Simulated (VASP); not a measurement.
Input of a VASP 6.6.1 run:

Contents of INCAR:

```
SYSTEM = Mg
PREC = Accurate
ENCUT = 520
EDIFF = 1E-6
ISMEAR = -1
SIGMA = 0.05
LREAL = .False.
LASPH = .True.
NELM = 100
ALGO = Normal
ISIF = 2
LWAVE = .False.
LCHARG = .False.
GGA = PE
NBANDS = 12
```

Contents of KPOINTS:

```
regular mesh
0
Gamma
  8 8 5
  0 0 0
```

File POSCAR:

```
Mg
1.0
    2.7501492755      0.0000000000      0.0000000000
   -1.3750746378      2.3816991368      0.0000000000
    0.0000000000      0.0000000000      8.9311835624
Mg
4
Direct
    0.0000000000      0.0000000000      0.0000000000
    0.0000000000      0.0000000000      0.5000000000
    0.3333333333      0.6666666667      0.2500000000
    0.6666666667      0.3333333333      0.7500000000
```

Potentials or basis: VASP PAW PBE potentials, release 64 (Mg).

Launch:

```sh
$ cat potpaw_PBE.64/Mg/POTCAR > POTCAR
$ mpirun -np 1 vasp_std > vasp.out
```

What does it give for the band gap on the k mesh?

Zero (bands 4 and 5 overlap by 2.44 eV).

Predict the pressure.

39.4 GPa.

Caveat: the cell stands under pressure.
